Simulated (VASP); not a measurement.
AgBr: electric field gradients with PBEsol

The system is AgBr.

```xyz
2
Lattice="0.0000 2.5680 2.5680 2.5680 0.0000 2.5680 2.5680 2.5680 0.0000" Properties=species:S:1:pos:R:3 pbc="T T T"
Ag    0.0000    0.0000    0.0000
Br    2.5680    2.5680    2.5680
```

This cell differs from its parent crystal: volume scaled by 0.7.

* Program: VASP 6.6.1
* Task: electric field gradients
* Functional: PBEsol
* Potentials or basis: VASP PAW PBE potentials, release 64 (Ag, Br)
* Cutoff: 400 eV
* k mesh: 8 × 8 × 8
* Occupations: fermi-dirac, width 0.03 eV
* Spin: no spin polarisation
* Dipole correction: no
* Further INCAR settings: ALGO = Normal; EDIFF = 1e-08; NBANDS = 16

```
Pressure               : 34.4 GPa
Band gap on the k mesh : 0.56 eV, indirect (least direct gap 2.32 eV)
```

Levels at points of the mesh, in eV from the valence-band top:
| k point | band 6 | band 7 | band 8 | band 9 | band 10 | band 11 | band 12 | band 13 |
| --- | --- | --- | --- | --- | --- | --- | --- | --- |
| (0.00, 0.00, 0.00) | -4.86 | -3.36 | -3.36 | -3.36 | 0.77 | 9.68 | 9.68 | 9.68 |
| (0.50, 0.00, 0.00) | -4.20 | -3.59 | 0.00 | 0.00 | 2.32 | 5.71 | 5.71 | 8.94 |
| (0.50, 0.50, 0.00) | -4.52 | -3.97 | -3.97 | -3.43 | 0.56 | 6.25 | 10.38 | 12.66 |

It took 7 s on 1 thread of Intel(R) Xeon(R) Platinum 8375C CPU @ 2.90GHz (Ice Lake) (shared host), peak memory 0.14 GiB.

Caveat: without QUAD_EFG the Cq values of the log hold for a quadrupole moment of 1 mb, not for the nuclei; the PAW data sets were made with another functional, which shifts forces and pressure a little. A k mesh can miss the band edges.
